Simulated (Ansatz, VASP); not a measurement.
# One calculation of Pt, two programs

Contents of POSCAR:

```
Pt
1.0
   -1.5842200000      1.6139241250      1.6139241250
    1.5842200000     -1.5545158750      1.5545158750
    1.5842200000      1.5545158750     -1.5545158750
Pt
1
Direct
    0.0000000000      0.0000000000      0.0000000000
```

INCAR.step1

```
SYSTEM = Pt
PREC = Accurate
ENCUT = 520
ISMEAR = 0
SIGMA = 0.15
LREAL = .FALSE.
LASPH = .TRUE.
NELM = 60
NBANDS = 11
GGA = PE
ALGO = Normal
EDIFF = 1E-4
LWAVE = .TRUE.
LCHARG = .FALSE.
```

INCAR.step2

```
SYSTEM = Pt
PREC = Accurate
ENCUT = 520
EDIFF = 1E-6
ISMEAR = 0
SIGMA = 0.15
LREAL = .FALSE.
LASPH = .TRUE.
NELM = 60
ALGO = Normal
ISIF = 2
LWAVE = .FALSE.
LCHARG = .TRUE.
METAGGA = R2SCAN
LMIXTAU = .TRUE.
LELF = .TRUE.
LVHAR = .TRUE.
NBANDS = 11
ISTART = 1
```

KPOINTS

```
Automatic mesh
0
G
  22 22 22
  0 0 0
```

Input for Ansatz:

```yaml
crystal:
  lattice:
    - [-1.58422, 1.613924125, 1.613924125]
    - [1.58422, -1.554515875, 1.554515875]
    - [1.58422, 1.554515875, -1.554515875]
  atoms:
    - { symbol: Pt, position: [0.0, 0.0, 0.0] }
basis:
  ecutwfc: 500
kpoints:
  mp_grid: { grid: [22, 22, 22] }
hamiltonian:
  xc: r2scan
scf:
  occupations: { method: gaussian, width: 0.15 }
output:
  forces: true
  stress: true
  eigenvalues: true
  write_density: true
  write_potential: true
  elf: true
  volumetric_format: npy
```

Change from the starting cell: strain +0.0375 x Voigt [0, 0, 0, 1, 0, 0], atoms carried along.

Alike in both runs: task single point; functional r2SCAN; k mesh 22 × 22 × 22; occupations gaussian, width 0.15 eV; no spin polarisation.

|  | VASP | Ansatz |
| --- | --- | --- |
| version | VASP 6.6.1 | Ansatz 0.2.0 |
| potentials or method | VASP PAW PBE potentials, release 64 (Pt), cutoff 520 eV | scalar-relativistic, plane waves, PAW |
| valence electrons in the cell | 10 | 18 |

|  | VASP | Ansatz | Ansatz less VASP |
| --- | --- | --- | --- |
| gap on the k mesh at the Fermi level (eV) | none | none | - |
| pressure (GPa) | -5.5 | -6.0 | -0.53 |
| traceless stress, the component that is largest in VASP (GPa) | -5.34 | -5.27 | +0.065 |

VASP's potentials were made for PBE, not for r2SCAN. A gap of «none» marks a metal or a gap that the smearing closes. VASP's potentials hold 10 valence electrons a cell and Ansatz's 18, so a difference there can come from the potentials and not from the codes.

Spin-orbit coupling is off throughout.
